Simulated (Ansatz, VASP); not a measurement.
# CuAs: VASP beside Ansatz

File INCAR:

```
SYSTEM = CuAs
PREC = Accurate ; ENCUT = 520
EDIFF = 1E-6 ; ISMEAR = 0
SIGMA = 0.15 ; LREAL = .FALSE.
LASPH = .TRUE. ; NELM = 60
ALGO = Normal ; ISIF = 2
LWAVE = .FALSE. ; LCHARG = .FALSE.
GGA = CA ; NBANDS = 24
```

KPOINTS

```
regular mesh
0
G
  12 12 8
  0 0 0
```

Contents of POSCAR:

```
CuAs
1.0
    3.8679000000      0.0000000000      0.0000000000
   -1.9339500000      3.3496996593      0.0000000000
    0.0000000000      0.0000000000      4.9876000000
Cu As
2 2
Direct
    0.0000000000      0.0000000000      0.5000000000
    0.0000000000      0.0000000000      0.0000000000
    0.6666666667      0.3333333333      0.7500000000
    0.3333333333      0.6666666667      0.2500000000
```

Input for Ansatz:

```yaml
crystal:
  lattice:
    - [3.8679, 0.0, 0.0]
    - [-1.93395, 3.3496996593, 0.0]
    - [0.0, 0.0, 4.9876]
  atoms:
    - { symbol: Cu, position: [0.0, 0.0, 0.5] }
    - { symbol: Cu, position: [0.0, 0.0, 0.0] }
    - { symbol: As, position: [0.6666666667, 0.3333333333, 0.75] }
    - { symbol: As, position: [0.3333333333, 0.6666666667, 0.25] }
basis:
  ecutwfc: 520.0
kpoints:
  mp_grid: { grid: [12, 12, 8] }
hamiltonian:
  xc: lda
scf:
  occupations: { method: gaussian, width: 0.15 }
output:
  forces: true
  stress: true
  eigenvalues: true
```

Alike in both runs: task single point; functional LDA; k mesh 12 × 12 × 8; occupations gaussian, width 0.15 eV; no spin polarisation.

```csv
,VASP,Ansatz
version,VASP 6.6.1,Ansatz 0.2.0
potentials or method,"VASP PAW LDA potentials, release 64 (Cu, As), cutoff 520 eV","scalar-relativistic, plane waves, PAW"
valence electrons in the cell,32,68
```

```csv
,VASP,Ansatz,Ansatz less VASP
gap on the k mesh at the Fermi level (eV),none,none,-
pressure (GPa),-7.4,-7.8,-0.47
"traceless stress, the component that is largest in VASP (GPa)",-0.28,-0.33,-0.046
```

LDA's correlation is that of Perdew and Zunger in VASP and of Perdew and Wang (1992) in Ansatz. A gap of «none» marks a metal or a gap that the smearing closes. VASP's potentials hold 32 valence electrons a cell and Ansatz's 68, so a difference there can come from the potentials and not from the codes.
